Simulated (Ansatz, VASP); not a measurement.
# One calculation of YbRu3, two programs

File INCAR:

```
SYSTEM = YbRu3
PREC = Accurate
ENCUT = 520
EDIFF = 1E-7
ISMEAR = 0
SIGMA = 0.05
LREAL = .False.
LASPH = .True.
NELM = 100
ALGO = Normal
ISIF = 2
LWAVE = .False.
LCHARG = .False.
GGA = PE
NBANDS = 41
```

KPOINTS

```
regular mesh
0
Gamma
  8 8 8
  0 0 0
```

The input POSCAR:

```
YbRu3
1.0
    4.0014744057      0.0000000000      0.0000000000
    0.0000000000      4.0014744057      0.0000000000
    0.0000000000      0.0000000000      4.0014744057
Yb Ru
1 3
Direct
    0.0000000000      0.0000000000      0.0000000000
    0.0000000000      0.5000000000      0.5000000000
    0.5000000000      0.5000000000      0.0000000000
    0.5000000000      0.0000000000      0.5000000000
```

Input for Ansatz:

```yaml
crystal:
  lattice:
    - [4.0014744057, 0.0, 0.0]
    - [0.0, 4.0014744057, 0.0]
    - [0.0, 0.0, 4.0014744057]
  atoms:
    - { symbol: Yb, position: [0.0, 0.0, 0.0] }
    - { symbol: Ru, position: [0.0, 0.5, 0.5] }
    - { symbol: Ru, position: [0.5, 0.5, 0.0] }
    - { symbol: Ru, position: [0.5, 0.0, 0.5] }
basis:
  ecutwfc: 420
  ecutrho_ratio: 4
kpoints:
  mp_grid: { grid: [8, 8, 8] }
hamiltonian:
  xc: pbe
scf:
  occupations: { method: gaussian, width: 0.05 }
  initial_density: { chi_scale: 0.1 }
  algorithm: direct_min
output:
  forces: true
  stress: true
  write_density: true
  write_potential: true
  elf: true
  volumetric_format: npy
```

Alike in both runs: task single point; functional PBE; k mesh 8 × 8 × 8; occupations gaussian, width 0.05 eV; no spin polarisation.

|  | VASP | Ansatz |
| --- | --- | --- |
| version | VASP 6.6.1 | Ansatz 0.2.0 |
| potentials or method | VASP PAW PBE potentials, release 64 (Yb, Ru_pv), cutoff 520 eV | scalar-relativistic, plane waves, PAW |
| valence electrons in the cell | 66 | 72 |

Ansatz gave:

| Property | Result |
| --- | --- |
| gap on the k mesh at the Fermi level (eV) | none |
| pressure (GPa) | 0.1 |

Estimate VASP's values.

gap on the k mesh at the Fermi level (eV): none; pressure (GPa): 0.2.

A gap of «none» marks a metal or a gap that the smearing closes. VASP's potentials hold 66 valence electrons a cell and Ansatz's 72, so a difference there can come from the potentials and not from the codes.

Spin-orbit coupling is off throughout.
